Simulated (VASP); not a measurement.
# ZnS: single point with r2SCAN

The system is ZnS.

```
CELL_PARAMETERS angstrom
0.00000 2.69409 2.58632
2.69409 0.00000 2.58632
2.69409 2.69409 0.00000
ATOMIC_POSITIONS crystal
Zn 0.00000 0.00000 0.00000
S 0.25000 0.25000 0.25000
```

This cell differs from its parent crystal: uniaxial z strain -4.0%.

```
Program                : VASP 6.6.1
Task                   : single point
Functional             : r2SCAN
Potentials or basis    : VASP PAW PBE potentials, release 64 (Zn, S)
Cutoff                 : 520 eV
k mesh                 : 8 × 8 × 8
Occupations            : gaussian, width 0.01 eV
Spin                   : no spin polarisation
Dipole correction      : no
Further INCAR settings : ALGO = Normal; EDIFF = 1e-06; NBANDS = 16
```

| Quantity | Value |
| --- | --- |
| Pressure | 3.5 GPa |
| Band gap on the k mesh | 2.81 eV |

Stress tensor (GPa, compression positive):
```
2.98 0.00 0.00
0.00 2.98 0.00
0.00 0.00 4.58
```

Levels at points of the mesh, in eV from the valence-band top:
```tsv
k point	band 7	band 8	band 9	band 10	band 11	band 12
(0.00, 0.00, 0.00)	-0.14	-0.14	0.00	2.81	6.78	6.78
(0.50, 0.00, 0.00)	-5.81	-1.17	-0.94	3.80	7.08	7.50
(0.50, 0.50, 0.00)	-4.74	-2.71	-2.71	3.37	4.09	12.40
(0.50, 0.00, 0.50)	-4.98	-2.53	-2.43	3.61	4.52	11.88
```

Run time: 2.4 min on 1 thread of AMD EPYC 9R14 (Zen 4), on a shared host, peak memory 0.15 GiB.

Caveat: the cell differs from its parent crystal (uniaxial z strain -4.0%); the cell stands under pressure; the PAW data sets were made with another functional, which shifts forces and pressure a little.
